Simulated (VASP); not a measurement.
Runs of VASP 6.6.1 on B. The structure is that of space group P6_3/mmc (No. 194), or close to it. The cells are those of the table. 

| task | cell | k mesh | cutoff (eV) | gap on the mesh (eV) | pressure (GPa) |
| --- | --- | --- | --- | --- | --- |
| single point | a = 1.645, b = 1.645, c = 20.423 Å, angles 90.0, 90.0, 120.0°, 4 atoms | 23 × 23 × 2 | 520 | none | 18.0 |
| single point | a = 1.670, b = 1.670, c = 20.728 Å, angles 90.0, 90.0, 120.0°, 4 atoms | 23 × 23 × 2 | 520 | none | 10.5 |
| relaxation of cell and atoms | relaxed from a = 2.101, b = 2.101, c = 6.861 Å, angles 90.0, 90.0, 120.0°, 4 atoms | 17 × 17 × 5 | 600 | none | 0.1 |
| single point | a = 1.717, b = 1.717, c = 21.312 Å, angles 90.0, 90.0, 120.0°, 4 atoms | 17 × 17 × 5 | 520 | none | (b) |
| single point | a = 1.717, b = 1.717, c = 21.312 Å, angles 90.0, 90.0, 120.0°, 4 atoms | 23 × 23 × 2 | 520 | none | (a) |
| single point | a = 1.783, b = 1.783, c = 22.133 Å, angles 90.0, 90.0, 120.0°, 4 atoms | 23 × 23 × 2 | 520 | none | -11.5 |

Alike in all rows: level BLYP; potentials or basis VASP PAW PBE potentials, release 64 (B); no spin polarisation; smearing fermi-dirac 0.1 eV.

Problem. Estimate the missing entries.

Solution. (a) -1.1; (b) -0.1.

Caveats: the PAW data sets were made with another functional, which shifts forces and pressure a little; this functional lacks dispersion, which binds the layers, so the pressure and a relaxed spacing across them are unreliable (some runs).

A gap of «none» marks levels without a gap at the run's occupations.
